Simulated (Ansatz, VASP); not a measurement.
SiHg2: VASP beside Ansatz

```
Si Hg
1.0
    -1.96110    1.96110    4.36196
     1.96110   -1.96110    4.36196
     1.96110    1.96110   -4.36196
Si Hg
1 2
Direct
  0.00000 0.00000 0.00000
  0.66605 0.66605 0.00000
  0.33395 0.33395 0.00000
```

Alike in both runs: functional PBE; k mesh 16 × 16 × 16; occupations gaussian, width 0.1 eV; no spin polarisation.

Ansatz relaxed the structure, and its values are those at the end. VASP's run is a single point on that final structure, the one shown.

```csv
,VASP,Ansatz
version,VASP 6.6.1,Ansatz 0.2.0
potentials or method,"VASP PAW PBE potentials, release 64 (Si, Hg), cutoff 520 eV","scalar-relativistic, plane waves, PAW"
valence electrons in the cell,28,44
```

```csv
,VASP,Ansatz,Ansatz less VASP
gap on the k mesh at the Fermi level (eV),none,none,-
pressure (GPa),0.3,0.0,-0.30
rms of the force components (eV/Å),0.005,0.000,-0.0045
```

A gap of «none» marks a metal or a gap that the smearing closes. The functional is the same, so the differences come from potentials, cutoffs and numerics. VASP's potentials hold 28 valence electrons a cell and Ansatz's 44, so a difference there can come from the potentials and not from the codes.

Spin-orbit coupling is off throughout.
